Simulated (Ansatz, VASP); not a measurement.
## Two plane-wave programs on BiSb

```
Sb Bi
1.0
     0.00000    3.01312    3.01312
     3.01312    0.00000    3.01312
     3.01312    3.01312    0.00000
Sb Bi
1 1
Direct
  0.00000 0.00000 0.00000
  0.50000 0.50000 0.50000
```

Alike in both runs: task relaxation of cell and atoms; functional LDA; k mesh 12 × 12 × 12; occupations fermi-dirac, width 0.1 eV; no spin polarisation.

|  | VASP | Ansatz |
| --- | --- | --- |
| version | VASP 6.6.1 | Ansatz 0.2.0 |
| potentials or method | VASP PAW LDA potentials, release 64 (Sb, Bi_d) | PAW with Ansatz's default frozen-core files, scalar-relativistic |
| plane-wave cutoff (eV) | 600 | 420 |
| valence electrons in the cell | 20 | 30 |

Ansatz gave:

| Property | Result |
| --- | --- |
| relaxed volume (Å³/atom) | 30.49 |
| relaxed length of the cell vector where the two differ most in proportion (Å) | 4.418 |

**Question.** Which values does VASP return?

**Answer.** Relaxed volume (Å³/atom): 30.60; relaxed length of the cell vector where the two differ most in proportion (Å): 4.423.

LDA's correlation is that of Perdew and Zunger in VASP and of Perdew and Wang (1992) in Ansatz. VASP's potentials hold 20 valence electrons a cell and Ansatz's 30, so a difference there can come from the potentials and not from the codes.

Spin-orbit coupling is off throughout.
